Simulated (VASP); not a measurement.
# HgTe (Cmcm) in VASP: a series of runs

HgTe is run at these levels: PBEsol; tasks: single point.

Everything below comes from runs of VASP 6.6.1. Logs are shortened: lines on timing, memory, paths and dates and some standing lists are left out, and cuts for length are marked.

### 1 The cell of the first run

It takes space group Cmcm (No. 63, orthorhombic). Conventional cell: a = 5.999 Å, b = 6.000 Å, c = 6.009 Å, α = 90.00°, β = 90.00°, γ = 90.00°. Hg (site symmetry m2m) has 6 Te at 2.95 to 3.05 Å within 3.9 Å. Within 3.9 Å of Te (site symmetry m2m) lie 6 Hg at 2.95 to 3.05 Å.

### 2 Single point, PBEsol (mode 4 (27.1 1/cm) frozen in, largest displacement +0.200 Å)

INCAR

```
PREC = Accurate
ENCUT = 520
EDIFF = 1E-6
ISMEAR = 0
SIGMA = 0.15
LREAL = F
LASPH = T
NELM = 80
ALGO = Normal
ISIF = 2
LWAVE = F
LCHARG = F
GGA = PS
NBANDS = 26
```

KPOINTS

```
regular mesh
0
Gamma
  12 12 8
```

POSCAR

```
HgTe
1.0
    2.9995453784     -3.0001352822      0.0000000000
    2.9995453784      3.0001352822      0.0000000000
    0.0000000000      0.0000000000      6.0086701413
Hg Te
2 2
Direct
    0.2164864046      0.7835135954      0.7500000000
    0.7835135954      0.2164864046      0.2500000000
    0.7251945535      0.2748054465      0.7500000000
    0.2748054465      0.7251945535      0.2500000000
```

Potentials or basis: VASP PAW PBE potentials, release 64 (Hg, Te).

Run with:

```
> cat potpaw_PBE.64/Hg/POTCAR potpaw_PBE.64/Te/POTCAR > POTCAR
> mpirun -np 1 vasp_std > vasp.out
```

OUTCAR:

```text
PREC = Accurate
   ENCUT = 520
   EDIFF = 1E-6
   ISMEAR = 0
   LREAL = F
   LASPH = T
   NELM = 80
   ISIF = 2
   GGA = PS

 ion  position               nearest neighbor table
   1  0.216  0.784  0.750-   3 2.95   3 3.00   3 3.00   4 3.02   4 3.02   3 3.05
   2  0.784  0.216  0.250-   4 2.95   4 3.00   4 3.00   3 3.02   3 3.02   4 3.05
   3  0.725  0.275  0.750-   1 2.95   1 3.00   1 3.00   2 3.02   2 3.02   1 3.05
   4  0.275  0.725  0.250-   2 2.95   2 3.00   2 3.00   1 3.02   1 3.02   2 3.05

  LATTYP: Found a base centered orthorhombic cell.
 ALAT       =     5.9990907568
 B/A-ratio  =     1.0001966644
 C/A-ratio  =     1.0015968061

  Lattice vectors:

 A1 = (   2.9995453784,  -3.0001352822,   0.0000000000)
 A2 = (   2.9995453784,   3.0001352822,   0.0000000000)
 A3 = (   0.0000000000,   0.0000000000,   6.0086701413)

Analysis of symmetry for initial positions (statically):
=====================================================================
 Subroutine PRICEL returns:
 Original cell was already a primitive cell.

 Routine SETGRP: Setting up the symmetry group for a
 base centered orthorhombic supercell.

 Subroutine GETGRP returns: Found  8 space group operations
 (whereof  4 operations were pure point group operations)
 out of a pool of  8 trial point group operations.

The static configuration has the point symmetry C_2h.
 The point group associated with its full space group is D_2h.

Analysis of symmetry for dynamics (positions and initial velocities):
=====================================================================
 Subroutine PRICEL returns:
 Original cell was already a primitive cell.

 Routine SETGRP: Setting up the symmetry group for a
 base centered orthorhombic supercell.

 Subroutine GETGRP returns: Found  8 space group operations
 (whereof  4 operations were pure point group operations)
 out of a pool of  8 trial point group operations.

The dynamic configuration has the point symmetry C_2h.
 The point group associated with its full space group is D_2h.

 Subroutine INISYM returns: Found  8 space group operations
 (whereof  4 operations are pure point group operations),
 and found     1 'primitive' translations

----------------------------------------------------------------------------------------
[... 87 lines left out ...]
 SYSTEM =  unknown system
   PREC   = accura    normal or accurate (medium, high low for compatibility)
   ISTART =      0    job   : 0-new  1-cont  2-samecut
   ICHARG =      2    charge: 1-file 2-atom 10-const
   ISPIN  =      1    spin polarized calculation?
   LNONCOLLINEAR =      F non collinear calculations
   LSORBIT =      F    spin-orbit coupling
   LASPH  =      T    aspherical Exc in radial PAW
   ENCUT  =  520.0 eV  38.22 Ry    6.18 a.u.   7.89  7.89 11.17*2*pi/ulx,y,z
   NELM   =     80;   NELMIN=  2; NELMDL= -5     # of ELM steps
   EDIFF  = 0.1E-05   stopping-criterion for ELM
   LREAL  =      F    real-space projection
   EDIFFG = 0.1E-04   stopping-criterion for IOM
   NSW    =      0    number of steps for IOM
   IBRION =     -1    ionic relax: 0-MD 1-quasi-New 2-CG
   NFREE  =      0    steps in history (QN), initial steepest desc. (CG)
   ISIF   =      2    stress and relaxation
   ISYM   =      2    0-nonsym 1-usesym 2-fastsym
   POTIM  = 0.5000    time-step for ionic-motion
   TEBEG  =    0.0;   TEEND  =   0.0 temperature during run
   PSTRESS=    0.0 pullay stress
   NELECT =      36.0000    total number of electrons
   NUPDOWN=      -1.0000    fix difference up-down
   EMIN   =  10.00;   EMAX   =-10.00  energy-range for DOS
   EFERMI =   0.00;   METHOD = LEGACY
   ISMEAR =     0;   SIGMA  =   0.15  broadening in eV -4-tet -1-fermi 0-gaus
   EFERMI_NEDOS =   21; number of points for ismear=-14 and -15
   IALGO  =     38    algorithm
   IMIX   =      4    mixing-type and parameters
     AMIX     =   0.40;   BMIX     =  1.00
     AMIX_MAG =   1.60;   BMIX_MAG =  1.00
  volume/ion in A,a.u.               =      27.04       182.45
  Fermi-wavevector in a.u.,A,eV,Ry     =   1.134595  2.144073 17.514853  1.287305
  Thomas-Fermi vector in A             =   2.271299
   LORBIT       =      0    0 simple, 1 ext, 2 COOP (PROOUT), +10 PAW based schemes
   GGA     = PS    functional components
   LHFCALC =     F    Hartree Fock is set to
   AEXX    =    0.0000 exact exchange contribution
   IVDW    =     0    specifies the selected vdW correction
   LEPSILON=     F    determine dielectric tensor
   LRPA    =     F    only Hartree local field effects (RPA)
 non-spin polarized calculation
 Gauss-broadening in eV      SIGMA  =   0.15
  energy-cutoff  :      520.00
  volume of cell :      108.14
 maximum number of plane-waves:      2950
   NGX = 15   NGY = 15   NGZ = 23

 number of electron      36.0000003 magnetization

 Free energy of the ion-electron system (eV)
  ---------------------------------------------------
  ext. energy  EPLUGINS =         0.00000000
  ---------------------------------------------------
  free energy    TOTEN  =        -8.38718847 eV

  energy without entropy =       -8.35884492  energy(sigma->0) =       -8.37301669

 E-fermi :   4.7716     XC(G=0): -10.2788

 val. band max:        4.7706431570   @ k =   0.4167   0.4167   0.2500
 cond. band min:       4.7806138592   @ k =  -0.0833   0.0833   0.3750
 fundamental gap:      0.0099707022
 Fermi energy:         4.7716004723

 k-point     1 :       0.0000    0.0000    0.0000
  band No.  band energies     occupation
      1      -7.6214      2.00000
      2      -6.4520      2.00000
      3      -2.1682      2.00000
      4      -2.0770      2.00000
      5      -2.0421      2.00000
      6      -2.0259      2.00000
[... 685 lines left out ...]
     25      11.6161      0.00000
     26      12.2035      0.00000

 [... further k-points ...]
[... 5 lines left out ...]
  --------------------------------------------------------------------------------------
  -------------------------------------------------------------------------------------
  Total        0.1270244      0.3739687     -0.0990482      0.0000000      0.0000000      0.0000000
  in kB        1.8818851      5.5404014     -1.4674142      0.0000000      0.0000000      0.0000000
  external PRESSURE =       1.9849574 kB  Pullay stress =       0.0000000 kB

 VOLUME and BASIS-vectors are now :
 -----------------------------------------------------------------------------
  energy-cutoff  :      520.00
  volume of cell :      108.14
      direct lattice vectors                 reciprocal lattice vectors
     2.999545378 -3.000135282  0.000000000     0.166691927 -0.166659151  0.000000000
     2.999545378  3.000135282  0.000000000     0.166691927  0.166659151  0.000000000
     0.000000000  0.000000000  6.008670141     0.000000000  0.000000000  0.166426177

 POSITION                                       TOTAL-FORCE (eV/Angst)
 -----------------------------------------------------------------------------------
      2.99955      1.70116      4.50650         0.000000     -0.115413     -0.000000
      2.99955     -1.70116      1.50217         0.000000      0.115413     -0.000000
      2.99955     -1.35123      4.50650         0.000000     -0.045644      0.000000
      2.99955      1.35123      1.50217         0.000000      0.045644      0.000000
 -----------------------------------------------------------------------------------
    total drift:                                0.000000      0.000000     -0.000000

  FREE ENERGIE OF THE ION-ELECTRON SYSTEM (eV)
  ---------------------------------------------------
  free  energy   TOTEN  =        -8.3871884673 eV

  energy  without entropy=       -8.3588449163  energy(sigma->0) =       -8.37301669
```

stdout:

```text
POSCAR found type information on POSCAR HgTe
 POSCAR found :  2 types and       4 ions
 scaLAPACK will be used
 -----------------------------------------------------------------------------
|                                                                             |
|                                                                             |
|     You enforced a specific xc type in the INCAR file but a different       |
|     I HOPE YOU KNOW WHAT YOU ARE DOING!                                     |
|                                                                             |
 -----------------------------------------------------------------------------

 LDA part: xc-table for (Slater+PW92), standard interpolation
 POSCAR, INCAR and KPOINTS ok, starting setup
 FFT: planning ... GRIDC
 FFT: planning ... GRID_SOFT
 FFT: planning ... GRID
 WAVECAR not read
 entering main loop
```

It took 5.7 min on 1 thread of Intel Xeon 6975P-C, shared host; peak memory 0.61 GiB.

What came out:

* Free energy: -8.3872 eV
* Pressure: 0.2 GPa
* Largest force: 0.115 eV/Å
* Band gap on the k mesh: zero (band 18 reaches 5.11 eV, above the bottom of band 19 at 2.37 eV)

Forces in eV/Å, atoms in the order of the input:
```
Hg   0.000 -0.115  0.000
Hg   0.000  0.115  0.000
Te   0.000 -0.046  0.000
Te   0.000  0.046  0.000
```

Levels at points of the mesh, in eV from the Fermi level:
| k point | band 14 | band 15 | band 16 | band 17 | band 18 | band 19 | band 20 | band 21 | band 22 | band 23 |
| --- | --- | --- | --- | --- | --- | --- | --- | --- | --- | --- |
| (0.00, 0.00, 0.00) | -2.80 | -2.53 | -2.39 | -0.82 | -0.77 | -0.73 | -0.60 | 4.73 | 7.22 | 7.53 |
| (0.50, 0.00, 0.00) | -4.61 | -2.52 | -2.49 | 0.06 | 0.16 | 2.12 | 2.25 | 4.20 | 4.33 | 4.74 |
| (0.50, 0.50, 0.00) | -4.61 | -2.89 | -2.77 | -2.47 | -2.43 | -2.41 | -2.28 | 4.40 | 4.69 | 9.32 |
| (0.00, 0.00, 0.50) | -3.33 | -1.64 | -1.64 | -1.59 | -1.59 | 0.83 | 0.83 | 5.43 | 5.43 | 5.61 |
| (0.50, 0.00, 0.50) | -5.69 | 0.23 | 0.23 | 0.32 | 0.32 | 2.53 | 2.53 | 3.66 | 3.66 | 3.90 |
| (0.50, 0.50, 0.50) | -4.48 | -3.62 | -3.62 | -3.55 | -3.55 | 1.80 | 1.80 | 4.74 | 4.74 | 6.75 |

Caveat: the cell differs from its parent crystal (mode 4 (27.1 1/cm) frozen in, largest displacement +0.200 Å); the PAW data sets were made with another functional, which shifts forces and pressure a little; spin-orbit coupling is left out, which moves the levels of the heavy elements.

### 3 Single point, PBEsol (mode 4 (27.1 1/cm) frozen in, largest displacement -0.100 Å)

INCAR

```
PREC     = Accurate       # precision mode
ENCUT    = 520            # plane-wave cutoff, eV
EDIFF    = 1E-7           # SCF threshold, eV
ISMEAR   = 0              # smearing method
SIGMA    = 0.15           # smearing width, eV
LREAL    = F              # projectors in reciprocal space
LASPH    = T              # aspherical terms in the spheres
NELM     = 80             # most SCF steps
ALGO     = Normal         # electronic algorithm
ISIF     = 2              # what is computed and relaxed
LWAVE    = F              # write WAVECAR
LCHARG   = F              # write CHGCAR
GGA      = PS             # functional
NBANDS   = 26             # bands
```

KPOINTS is that of step 2.

POSCAR

```
HgTe
1.0
    2.9995453784     -3.0001352822      0.0000000000
    2.9995453784      3.0001352822      0.0000000000
    0.0000000000      0.0000000000      6.0086701413
Hg Te
2 2
Direct
    0.2664841500      0.7335158500      0.7500000000
    0.7335158500      0.2664841500      0.2500000000
    0.7622027845      0.2377972155      0.7500000000
    0.2377972155      0.7622027845      0.2500000000
```

Potentials or basis: VASP PAW PBE potentials, release 64 (Hg, Te).

Run with:

```
> cat potpaw_PBE.64/Hg/POTCAR potpaw_PBE.64/Te/POTCAR > POTCAR
> mpirun -np 1 vasp_std > vasp.out
```

Run time: 6.4 min. Hardware: 1 thread of Intel Xeon 6975P-C, shared host; peak memory 0.61 GiB.

It converged, with:

* Free energy: -8.4097 eV
* Pressure: 0.2 GPa
* Largest force: 0.055 eV/Å
* Band gap on the k mesh: zero (band 18 reaches 5.12 eV, above the bottom of band 19 at 2.32 eV)

Forces in eV/Å, atoms in the order of the input:
```
Hg   0.000  0.055  0.000
Hg   0.000 -0.055  0.000
Te   0.000  0.022  0.000
Te   0.000 -0.022  0.000
```

Stress tensor (GPa, compression positive):
```
0.28 0.00 0.00
0.00 0.35 0.00
0.00 0.00 0.10
```

Levels at points of the mesh, in eV from the Fermi level:
```
           k point  band 14  band 15  band 16  band 17  band 18  band 19  band 20  band 21  band 22  band 23
(0.00, 0.00, 0.00)    -2.83    -2.47    -2.44    -0.79    -0.77    -0.75    -0.71     4.72     7.53     7.61
(0.50, 0.00, 0.00)    -4.74    -2.57    -2.55     0.08     0.13     2.14     2.21     4.36     4.40     4.70
(0.50, 0.50, 0.00)    -4.61    -2.86    -2.83    -2.47    -2.45    -2.45    -2.41     4.63     4.70     9.36
(0.00, 0.00, 0.50)    -3.35    -1.60    -1.60    -1.58    -1.58     0.87     0.87     5.44     5.44     5.70
(0.50, 0.00, 0.50)    -5.70     0.31     0.31     0.34     0.34     2.51     2.51     3.77     3.77     3.87
(0.50, 0.50, 0.50)    -4.50    -3.56    -3.56    -3.54    -3.54     1.90     1.90     4.71     4.71     6.75
```

Caveat: the cell differs from its parent crystal (mode 4 (27.1 1/cm) frozen in, largest displacement -0.100 Å); the PAW data sets were made with another functional, which shifts forces and pressure a little; spin-orbit coupling is left out, which moves the levels of the heavy elements.
